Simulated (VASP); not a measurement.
# MgO (I4/mmm) in VASP: notebook, part 2 of 2

VASP 6.6.1. Earlier steps stand in the parts before.

## 3. Single point, PBE (strain -0.1125 x Voigt [1, 0, 0, 0, 0, 0])

Input file INCAR:

```
SYSTEM = MgO
PREC     = Accurate       ! precision mode
ENCUT    = 520            ! plane-wave cutoff, eV
EDIFF    = 1E-6           ! SCF threshold, eV
ISMEAR   = 0              ! smearing method
SIGMA    = 0.05           ! smearing width, eV
LREAL    = .FALSE.        ! projectors in reciprocal space
LASPH    = .TRUE.         ! aspherical terms in the spheres
NELM     = 100            ! most SCF steps
ALGO     = Normal         ! electronic algorithm
ISIF     = 2              ! what is computed and relaxed
LWAVE    = .FALSE.        ! write WAVECAR
LCHARG   = .TRUE.         ! write CHGCAR
GGA      = PE             ! functional
LELF     = .TRUE.         ! ELF
LVHAR    = .TRUE.       
NBANDS   = 11             ! bands
```

Input file KPOINTS:

```
regular mesh
0
G
  10 10 10
  0 0 0
```

Input file POSCAR:

```
MgO
1.0
    0.0000000000      2.1351500000      2.1351500000
    1.8949456250      0.0000000000      2.1351500000
    1.8949456250      2.1351500000      0.0000000000
Mg O
1 1
Direct
    0.0000000000      0.0000000000      0.0000000000
    0.5000000000      0.5000000000      0.5000000000
```

Potentials or basis: VASP PAW PBE potentials, release 64 (Mg, O).

Started as:

```sh
$ cat potpaw_PBE.64/Mg/POTCAR potpaw_PBE.64/O/POTCAR > POTCAR
$ mpirun -np 1 vasp_std > vasp.out
```

OUTCAR:

```text
SYSTEM = MgO
   PREC = Accurate
   ENCUT = 520
   EDIFF = 1E-6
   ISMEAR = 0
   LREAL = .FALSE.
   LASPH = .TRUE.
   NELM = 100
   ISIF = 2
   GGA = PE

 ion  position               nearest neighbor table
   1  0.000  0.000  0.000-   2 1.89   2 1.89   2 2.14   2 2.14   2 2.14   2 2.14
   2  0.500  0.500  0.500-   1 1.89   1 1.89   1 2.14   1 2.14   1 2.14   1 2.14

  LATTYP: Found a body centered tetragonal cell.
 ALAT       =     3.0195580877
 C/A-ratio  =     1.2551145366

  Lattice vectors:

 A1 = (  -1.8949456250,   0.0000000000,  -2.1351500000)
 A2 = (  -1.8949456250,   0.0000000000,   2.1351500000)
 A3 = (   1.8949456250,   2.1351500000,   0.0000000000)

Analysis of symmetry for initial positions (statically):
=====================================================================
 Subroutine PRICEL returns:
 Original cell was already a primitive cell.

 Routine SETGRP: Setting up the symmetry group for a
 body centered tetragonal supercell.

 Subroutine GETGRP returns: Found 16 space group operations
 (whereof 16 operations were pure point group operations)
 out of a pool of 16 trial point group operations.

The static configuration has the point symmetry D_4h.

Analysis of symmetry for dynamics (positions and initial velocities):
=====================================================================
 Subroutine PRICEL returns:
 Original cell was already a primitive cell.

 Routine SETGRP: Setting up the symmetry group for a
 body centered tetragonal supercell.

 Subroutine GETGRP returns: Found 16 space group operations
 (whereof 16 operations were pure point group operations)
 out of a pool of 16 trial point group operations.

The dynamic configuration has the point symmetry D_4h.

 Subroutine INISYM returns: Found 16 space group operations
 (whereof 16 operations are pure point group operations),
 and found     1 'primitive' translations

----------------------------------------------------------------------------------------

                                     Primitive cell

  volume of cell :      17.2776

  direct lattice vectors                    reciprocal lattice vectors
     0.000000000  2.135150000  2.135150000    -0.263859814  0.234175585  0.234175585
     1.894945625  0.000000000  2.135150000     0.263859814 -0.234175585  0.234175585
     1.894945625  2.135150000  0.000000000     0.263859814  0.234175585 -0.234175585

  length of vectors
     3.019558088  2.854765217  2.854765217     0.423436430  0.423436430  0.423436430

  position of ions in fractional coordinates (direct lattice)
     0.000000000  0.000000000  0.000000000
     0.500000000  0.500000000  0.500000000

  ion indices of the primitive-cell ions
   primitive index   ion index
                 1           1
                 2           2

----------------------------------------------------------------------------------------

 KPOINTS: regular mesh

Automatic generation of k-mesh.
 Grid dimensions read from file:
 generate k-points for:   10   10   10

 Generating k-lattice:

  Cartesian coordinates                     Fractional coordinates (reciprocal lattice)
    -0.026385981  0.023417558  0.023417558     0.100000000  0.000000000  0.000000000
     0.026385981 -0.023417558  0.023417558     0.000000000  0.100000000  0.000000000
     0.026385981  0.023417558 -0.023417558     0.000000000  0.000000000  0.100000000

  Length of vectors
     0.042343643  0.042343643  0.042343643

  Shift w.r.t. Gamma in fractional coordinates (k-lattice)
     0.000000000  0.000000000  0.000000000

 Subroutine IBZKPT returns following result:
 ===========================================

 Found    102 irreducible k-points:

 Following reciprocal coordinates:
            Coordinates               Weight
  0.000000  0.000000  0.000000      1.000000
  0.100000  0.000000  0.000000      8.000000
  0.200000  0.000000  0.000000      8.000000
  0.300000  0.000000  0.000000      8.000000
  0.400000  0.000000  0.000000      8.000000
  0.500000  0.000000  0.000000      4.000000
[... 16 lines left out ...]
  0.300000  0.300000  0.000000      4.000000
  0.400000  0.300000  0.000000     16.000000
 [... further k-points ...]
   k-points           NKPTS =    102   k-points in BZ     NKDIM =    102   number of bands    NBANDS=     11
   number of dos      NEDOS =    301   number of ions     NIONS =      2
   total plane-waves  NPLWV =  13824
   dimension x,y,z NGX =    24 NGY =   24 NGZ =   24
   dimension x,y,z NGXF=    48 NGYF=   48 NGZF=   48
   ions per type =               1   1
   NGX,Y,Z   is equivalent  to a cutoff of  13.21, 13.98, 13.98 a.u.
   NGXF,Y,Z  is equivalent  to a cutoff of  26.43, 27.95, 27.95 a.u.
 SYSTEM =  MgO
   PREC   = accura    normal or accurate (medium, high low for compatibility)
   ISTART =      0    job   : 0-new  1-cont  2-samecut
   ICHARG =      2    charge: 1-file 2-atom 10-const
   ISPIN  =      1    spin polarized calculation?
   LNONCOLLINEAR =      F non collinear calculations
   LSORBIT =      F    spin-orbit coupling
   LASPH  =      T    aspherical Exc in radial PAW
   ENCUT  =  520.0 eV  38.22 Ry    6.18 a.u.   5.61  5.31  5.31*2*pi/ulx,y,z
   NELM   =    100;   NELMIN=  2; NELMDL= -5     # of ELM steps
   EDIFF  = 0.1E-05   stopping-criterion for ELM
   LREAL  =      F    real-space projection
   EDIFFG = 0.1E-04   stopping-criterion for IOM
   NSW    =      0    number of steps for IOM
   IBRION =     -1    ionic relax: 0-MD 1-quasi-New 2-CG
   NFREE  =      0    steps in history (QN), initial steepest desc. (CG)
   ISIF   =      2    stress and relaxation
   ISYM   =      2    0-nonsym 1-usesym 2-fastsym
   POTIM  = 0.5000    time-step for ionic-motion
   TEBEG  =    0.0;   TEEND  =   0.0 temperature during run
   PSTRESS=    0.0 pullay stress
   NELECT =       8.0000    total number of electrons
   NUPDOWN=      -1.0000    fix difference up-down
   EMIN   =  10.00;   EMAX   =-10.00  energy-range for DOS
   EFERMI =   0.00;   METHOD = LEGACY
   ISMEAR =     0;   SIGMA  =   0.05  broadening in eV -4-tet -1-fermi 0-gaus
   EFERMI_NEDOS =   21; number of points for ismear=-14 and -15
   IALGO  =     38    algorithm
   IMIX   =      4    mixing-type and parameters
     AMIX     =   0.40;   BMIX     =  1.00
     AMIX_MAG =   1.60;   BMIX_MAG =  1.00
  volume/ion in A,a.u.               =       8.64        58.30
  Fermi-wavevector in a.u.,A,eV,Ry     =   1.266515  2.393366 21.824562  1.604060
  Thomas-Fermi vector in A             =   2.399712
   LORBIT       =      0    0 simple, 1 ext, 2 COOP (PROOUT), +10 PAW based schemes
   GGA     = PE    functional components
   LHFCALC =     F    Hartree Fock is set to
   AEXX    =    0.0000 exact exchange contribution
   IVDW    =     0    specifies the selected vdW correction
   LEPSILON=     F    determine dielectric tensor
   LRPA    =     F    only Hartree local field effects (RPA)
 non-spin polarized calculation
 Gauss-broadening in eV      SIGMA  =   0.05
  energy-cutoff  :      520.00
  volume of cell :       17.28
 maximum number of plane-waves:       483
 NGX is ok and might be reduce to    24
   NGX = 11   NGY = 11   NGZ = 11

 number of electron       7.9999999 magnetization

 Free energy of the ion-electron system (eV)
  ---------------------------------------------------
  ext. energy  EPLUGINS =         0.00000000
  ---------------------------------------------------
  free energy    TOTEN  =       -11.61586222 eV

  energy without entropy =      -11.61586222  energy(sigma->0) =      -11.61586222

 E-fermi :   4.1601     XC(G=0): -11.4325

 val. band max:        3.8570681515   @ k =   0.0000   0.0000   0.0000
 cond. band min:       9.1660798855   @ k =   0.0000   0.0000   0.0000
 fundamental gap:      5.3090117341
 Fermi energy:         4.1600670014

 k-point     1 :       0.0000    0.0000    0.0000
  band No.  band energies     occupation
      1     -13.9206      2.00000
      2       3.5944      2.00000
      3       3.8571      2.00000
      4       3.8571      2.00000
      5       9.1661      0.00000
      6      19.7775      0.00000
      7      19.7775      0.00000
      8      21.0691      0.00000
      9      24.0302      0.00000
     10      24.3689      0.00000
     11      28.2196      0.00000
[... 309 lines left out ...]
 k-point    24 :       0.4000    0.3000    0.0000
  band No.  band energies     occupation
      1     -12.6011      2.00000
      2      -0.1170      2.00000
      3       2.3177      2.00000
      4       2.9268      2.00000
      5      14.1148      0.00000
      6      14.6842      0.00000
      7      17.7739      0.00000
      8      22.7924      0.00000
      9      24.3068      0.00000
     10      29.5685      0.00000
     11      31.9355      0.00000

 [... further k-points ...]
[... 5 lines left out ...]
  --------------------------------------------------------------------------------------
  -------------------------------------------------------------------------------------
  Total        6.2382288      1.0664748      1.0664748      0.0000000      0.0000000     -0.0000000
  in kB      578.4800024     98.8957577     98.8957577      0.0000000      0.0000000     -0.0000000
  external PRESSURE =     258.7571726 kB  Pullay stress =       0.0000000 kB

 VOLUME and BASIS-vectors are now :
 -----------------------------------------------------------------------------
  energy-cutoff  :      520.00
  volume of cell :       17.28
      direct lattice vectors                 reciprocal lattice vectors
     0.000000000  2.135150000  2.135150000    -0.263859814  0.234175585  0.234175585
     1.894945625  0.000000000  2.135150000     0.263859814 -0.234175585  0.234175585
     1.894945625  2.135150000  0.000000000     0.263859814  0.234175585 -0.234175585

 POSITION                                       TOTAL-FORCE (eV/Angst)
 -----------------------------------------------------------------------------------
      0.00000      0.00000      0.00000         0.000000      0.000000     -0.000000
      1.89495      2.13515      2.13515        -0.000000     -0.000000      0.000000
 -----------------------------------------------------------------------------------
    total drift:                               -0.000000     -0.000000      0.000000

  FREE ENERGIE OF THE ION-ELECTRON SYSTEM (eV)
  ---------------------------------------------------
  free  energy   TOTEN  =       -11.6158622199 eV

  energy  without entropy=      -11.6158622199  energy(sigma->0) =      -11.61586222
```

Run time: 11 s. Hardware: 1 thread of Intel Xeon Platinum 8375C at 2.90GHz (Ice Lake), shared host; peak memory 0.15 GiB.

Results:

```yaml
Free_energy: -11.6159 eV
Pressure: 25.9 GPa
Band_gap_on_the_k_mesh: 5.31 eV, direct
```

Caveat: the cell differs from its parent crystal (strain -0.1125 x Voigt [1, 0, 0, 0, 0, 0]).

## 4. Single point, PBE (strain -0.0750 x Voigt [1, 0, 0, 0, 0, 0])

Input file INCAR:

```
  PREC = Accurate
  ENCUT = 520
  EDIFF = 1E-7
  ISMEAR = 0
  SIGMA = 0.05
  LREAL = F
  LASPH = T
  NELM = 60
  ALGO = Normal
  ISIF = 2
  LWAVE = F
  LCHARG = F
  GGA = PE
  NBANDS = 11
```

Input file KPOINTS:

```
regular mesh
0
Gamma
  10 10 10
```

Input file POSCAR:

```
MgO
1.0
    0.0000000000      2.1351500000      2.1351500000
    1.9750137500      0.0000000000      2.1351500000
    1.9750137500      2.1351500000      0.0000000000
Mg O
1 1
Direct
    0.0000000000      0.0000000000      0.0000000000
    0.5000000000      0.5000000000      0.5000000000
```

Started as:

```sh
$ cat potpaw_PBE.64/Mg/POTCAR potpaw_PBE.64/O/POTCAR > POTCAR
$ mpirun -np 1 vasp_std > vasp.out
```

Run time: 11 s. Hardware: 1 thread of Intel Xeon Platinum 8375C at 2.90GHz (Ice Lake), shared host; peak memory 0.15 GiB.

The run converged. Its results:

```yaml
Free_energy: -11.8093 eV
Pressure: 13.0 GPa
Band_gap_on_the_k_mesh: 4.99 eV, direct
```

Stress tensor (GPa, compression positive):
```
28.68  0.00  0.00
 0.00  5.19  0.00
 0.00  0.00  5.19
```

Levels at points of the mesh, in eV from the valence-band top:
| k point | band 1 | band 2 | band 3 | band 4 | band 5 | band 6 | band 7 | band 8 |
| --- | --- | --- | --- | --- | --- | --- | --- | --- |
| (0.00, 0.00, 0.00) | -17.52 | -0.18 | 0.00 | 0.00 | 4.99 | 15.75 | 15.75 | 16.58 |
| (0.50, 0.00, 0.00) | -16.14 | -4.83 | -0.84 | -0.69 | 8.04 | 12.92 | 15.79 | 17.75 |
| (0.50, 0.50, 0.00) | -15.95 | -4.39 | -1.56 | -1.10 | 9.46 | 10.39 | 13.08 | 19.07 |
| (0.00, 0.50, 0.50) | -15.74 | -4.06 | -1.69 | -1.69 | 8.57 | 10.34 | 14.14 | 18.90 |

Caveat: the cell differs from its parent crystal (strain -0.0750 x Voigt [1, 0, 0, 0, 0, 0]).

## 5. Single point, PBE (strain +0.1125 x Voigt [1, 0, 0, 0, 0, 0])

Input file INCAR:

```
PREC = Accurate ; ENCUT = 520
EDIFF = 1E-6 ; ISMEAR = 0
SIGMA = 0.05 ; LREAL = F
LASPH = T ; NELM = 80
ALGO = Normal ; ISIF = 2
LWAVE = F ; LCHARG = F
GGA = PE ; NBANDS = 11
```

KPOINTS is that of step 4.

Input file POSCAR:

```
MgO
1.0
    0.0000000000      2.1351500000      2.1351500000
    2.3753543750      0.0000000000      2.1351500000
    2.3753543750      2.1351500000      0.0000000000
Mg O
1 1
Direct
    0.0000000000      0.0000000000      0.0000000000
    0.5000000000      0.5000000000      0.5000000000
```

Started as:

```sh
$ cat potpaw_PBE.64/Mg/POTCAR potpaw_PBE.64/O/POTCAR > POTCAR
$ mpirun -np 1 vasp_std > vasp.out
```

Run time: 11 s. Hardware: 1 thread of Intel Xeon Platinum 8375C at 2.90GHz (Ice Lake), shared host; peak memory 0.15 GiB.

It converged, with:

```
Free energy            : -11.7568 eV
Pressure               : -12.3 GPa
Band gap on the k mesh : 3.28 eV, direct
```

Stress tensor (GPa, compression positive):
```
-16.41   0.00   0.00
  0.00 -10.17   0.00
  0.00   0.00 -10.17
```

Levels at points of the mesh, in eV from the valence-band top:
| k point | band 1 | band 2 | band 3 | band 4 | band 5 | band 6 | band 7 | band 8 |
| --- | --- | --- | --- | --- | --- | --- | --- | --- |
| (0.00, 0.00, 0.00) | -16.71 | -0.20 | -0.20 | 0.00 | 3.28 | 14.28 | 15.31 | 15.31 |
| (0.50, 0.00, 0.00) | -15.76 | -4.13 | -0.74 | -0.55 | 6.85 | 10.80 | 13.94 | 15.89 |
| (0.50, 0.50, 0.00) | -15.48 | -3.54 | -1.71 | -1.05 | 8.41 | 8.58 | 11.95 | 15.50 |
| (0.00, 0.50, 0.50) | -15.73 | -3.77 | -1.03 | -1.03 | 8.49 | 9.50 | 10.62 | 17.61 |

Caveat: the cell differs from its parent crystal (strain +0.1125 x Voigt [1, 0, 0, 0, 0, 0]).

## 6. Overview

| cell | gap on the mesh (eV) | pressure (GPa) |
| --- | --- | --- |
| a = 3.020, b = 2.802, c = 2.802 Å, angles 65.2, 57.4, 57.4°, 2 atoms | 5.61 | 44.2 |
| a = 3.020, b = 2.855, c = 2.855 Å, angles 63.9, 58.1, 58.1°, 2 atoms | 5.31 | 25.9 |
| a = 3.020, b = 2.909, c = 2.909 Å, angles 62.5, 58.7, 58.7°, 2 atoms | 4.99 | 13.0 |
| a = 3.020, b = 3.194, c = 3.194 Å, angles 56.4, 61.8, 61.8°, 2 atoms | 3.28 | -12.3 |

Alike in all rows: task single point; level PBE; potentials or basis VASP PAW PBE potentials, release 64 (Mg, O); no spin polarisation; k mesh 10 × 10 × 10; cutoff (eV) 520; smearing gaussian 0.05 eV.

Total energies depend on the potentials used, so only differences within one code and one set of settings carry meaning.
